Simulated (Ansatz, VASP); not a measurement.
**Two plane-wave programs on Cu**

```
CELL_PARAMETERS angstrom
-1.44279 1.44279 1.37608
1.44279 -1.44279 1.37608
1.44279 1.44279 -1.37608
ATOMIC_POSITIONS crystal
Cu 0.00000 0.00000 0.00000
```

Alike in both runs: task single point; functional PBE; k mesh 20 × 20 × 20; occupations gaussian, width 0.1 eV; no spin polarisation.

|  | VASP | Ansatz |
| --- | --- | --- |
| version | VASP 6.6.1 | Ansatz 0.2.0 |
| potentials or method | VASP PAW PBE potentials, release 64 (Cu), cutoff 520 eV | scalar-relativistic, plane waves, PAW |
| valence electrons in the cell | 11 | 19 |

VASP gave:

- gap on the k mesh at the Fermi level (eV): none
- pressure (GPa): 8.1
- traceless stress, the component that is largest in VASP (GPa): -0.32

**Question.** Estimate Ansatz's values.

**Answer.** gap on the k mesh at the Fermi level (eV): none; pressure (GPa): 7.3; traceless stress, the component that is largest in VASP (GPa): -0.32.

A gap of «none» marks a metal or a gap that the smearing closes. VASP's potentials hold 11 valence electrons a cell and Ansatz's 19, so a difference there can come from the potentials and not from the codes.
